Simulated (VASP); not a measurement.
A run of VASP 6.6.1 is set up as follows.

INCAR

```
SYSTEM = PIr2
PREC = Accurate ; ENCUT = 520
EDIFF = 1E-6 ; ISMEAR = 0
SIGMA = 0.1 ; LREAL = .FALSE.
LASPH = .TRUE. ; NELM = 100
ALGO = Normal ; ISIF = 2
LWAVE = .FALSE. ; LCHARG = .FALSE.
GGA = CA ; NBANDS = 18
```

The input KPOINTS:

```
Automatic mesh
0
G
  14 14 14
  0 0 0
```

Contents of POSCAR:

```
PIr2
1.0
    0.0000000000      2.7527110166      2.7527110166
    2.7527110166      0.0000000000      2.7527110166
    2.7527110166      2.7527110166      0.0000000000
P Ir
1 2
Direct
    0.0000000000      0.0000000000      0.0000000000
    0.2500000000      0.2500000000      0.2500000000
    0.7500000000      0.7500000000      0.7500000000
```

Potentials or basis: VASP PAW LDA potentials, release 64 (P, Ir).

Command:

```bash
$ cat potpaw_LDA.64/P/POTCAR potpaw_LDA.64/Ir/POTCAR > POTCAR
$ mpirun -np 1 vasp_std > vasp.out
```

What does it give for the pressure?

2.0 GPa.
